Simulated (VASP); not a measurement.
**Mn: single point with r2SCAN**

Crystal: Mn.

```xyz
2
Lattice="2.7800 0.0000 0.0000 0.0000 2.7800 0.0000 0.0000 0.0000 2.7800" Properties=species:S:1:pos:R:3 pbc="T T T"
Mn    0.0000    0.0000    0.0000
Mn    1.3900    1.3900    1.3900
```

* Program: VASP 6.6.1
* Task: single point
* Functional: r2SCAN
* Potentials or basis: VASP PAW PBE potentials, release 64 (Mn_pv)
* Cutoff: 550 eV
* k mesh: 6 × 6 × 6
* Occupations: fermi-dirac, width 0.1 eV
* Spin: collinear spin, antiferromagnetic start
* Starting moments: [3.0, -3.0] μB

* Pressure: -6.4 GPa
* Band gap on the k mesh: zero (filled and empty bands overlap)
* Net moment: 0.00 μB per cell
* Valence electrons inside the program's atomic spheres: Mn 12.00

Levels at points of the mesh, in eV from the Fermi level:
Spin up:
| k point | band 8 | band 9 | band 10 | band 11 | band 12 | band 13 | band 14 | band 15 | band 16 | band 17 |
| --- | --- | --- | --- | --- | --- | --- | --- | --- | --- | --- |
| (0.00, 0.00, 0.00) | -4.96 | -4.96 | -1.78 | -1.78 | -1.78 | 0.50 | 0.50 | 1.47 | 1.47 | 1.47 |
| (0.50, 0.00, 0.00) | -4.95 | -2.39 | -2.39 | -1.28 | -1.28 | -1.28 | -1.28 | -0.23 | -0.22 | 1.88 |
| (0.50, 0.50, 0.00) | -5.27 | -3.31 | -3.31 | 0.40 | 0.41 | 0.43 | 0.43 | 0.81 | 0.81 | 1.84 |
| (0.50, 0.50, 0.50) | -3.23 | -3.23 | -3.22 | -3.22 | -3.22 | 0.87 | 0.87 | 0.87 | 0.87 | 10.08 |
Spin down:
```
           k point  band 8  band 9  band 10  band 11  band 12  band 13  band 14  band 15  band 16  band 17
(0.00, 0.00, 0.00)   -4.96   -4.96    -1.78    -1.78    -1.78     0.50     0.50     1.47     1.47     1.47
(0.50, 0.00, 0.00)   -4.95   -2.39    -2.39    -1.28    -1.28    -1.28    -1.28    -0.23    -0.22     1.88
(0.50, 0.50, 0.00)   -5.27   -3.31    -3.31     0.40     0.41     0.43     0.43     0.81     0.81     1.84
(0.50, 0.50, 0.50)   -3.23   -3.23    -3.22    -3.22    -3.22     0.87     0.87     0.87     0.87    10.08
```

Wall time 95 s on 1 thread of Intel Xeon 8259CL, on a shared host, peak memory 0.16 GiB.

Caveat: the k points lie up to 0.38 Å⁻¹ apart; the starting moments collapsed, and a magnetic state may lie lower; the PAW data sets were made with another functional, which shifts forces and pressure a little.
